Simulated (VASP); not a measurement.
**W: single point with BLYP**

W:

```xyz
1
Lattice="0.0000 2.0418 2.0418 2.0418 0.0000 2.0418 2.0418 2.0418 0.0000" Properties=species:S:1:pos:R:3 pbc="T T T"
W     0.0000    0.0000    0.0000
```

- Program: VASP 6.6.1
- Task: single point
- Functional: BLYP
- Potentials or basis: VASP PAW PBE potentials, release 64 (W_sv)
- Cutoff: 520 eV
- k mesh: 22 × 22 × 22
- Occupations: fermi-dirac, width 0.1 eV
- Spin: no spin polarisation
- Dipole correction: no
- Further INCAR settings: ALGO = Normal; EDIFF = 1e-06; NBANDS = 13

The pressure is 1.2 GPa. The band gap on the k mesh is zero (band 7 reaches 13.66 eV, above the bottom of band 8 at 9.97 eV).

Levels at points of the mesh, in eV from the Fermi level:
| k point | band 5 | band 6 | band 7 | band 8 | band 9 | band 10 |
| --- | --- | --- | --- | --- | --- | --- |
| (0.00, 0.00, 0.00) | -8.61 | -0.59 | -0.59 | -0.59 | 2.35 | 2.35 |
| (0.50, 0.00, 0.00) | -5.36 | -0.78 | -0.78 | 0.84 | 4.69 | 4.69 |
| (0.50, 0.50, 0.00) | -5.16 | -4.31 | 3.10 | 4.65 | 5.37 | 5.37 |

Wall time 39 s on 1 thread of Intel Xeon 6975P-C, with other jobs on the host, peak memory 0.19 GiB.

Caveat: the PAW data sets were made with another functional, which shifts forces and pressure a little; spin-orbit coupling is left out, which moves the levels of the heavy elements.
